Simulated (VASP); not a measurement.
Runs of VASP 6.6.1 on Al3GaN4. The structure is that of space group R3m (No. 160), or close to it. The cells are those of the table. 

```tsv
cell	gap on the mesh (eV)	pressure (GPa)	largest force (eV/Å)
a = 4.541 Å, angles 87.9°, 8 atoms	2.59	-14.0	0.20
a = 4.457 Å, angles 85.8°, 8 atoms	(a)	(c)	0.54
a = 4.508 Å, angles 96.0°, 8 atoms	2.30	-1.5	2.81
a = 4.501 Å, angles 94.0°, 8 atoms	2.53	-6.7	1.42
a = 4.497 Å, angles 92.0°, 8 atoms	2.77	-9.6	0.53
a = 4.541 Å, angles 92.0°, 8 atoms	2.56	(b)	0.44
a = 4.552 Å, angles 83.7°, 8 atoms	1.82	-8.5	0.17
a = 4.497 Å, angles 87.9°, 8 atoms	2.80	-9.7	0.28
a = 4.508 Å, angles 83.7°, 8 atoms	1.97	-3.6	0.37
a = 4.552 Å, angles 95.9°, 8 atoms	2.12	-6.6	2.42
a = 4.501 Å, angles 85.8°, 8 atoms	2.46	-7.4	0.38
```

Alike in all rows: task single point; level PBEsol; potentials or basis VASP PAW PBE potentials, release 64 (Al, Ga_d, N); no spin polarisation; k mesh 6 × 6 × 6; cutoff (eV) 520; smearing gaussian 0.05 eV.

Q: Estimate the missing entries.

A: (a) 2.64; (b) -13.9; (c) -2.2.

Caveats: the PAW data sets were made with another functional, which shifts forces and pressure a little; the cell stands under tension (at least some runs).

A k mesh can miss the band edges, and the runs leave out spin-orbit coupling on Ga.
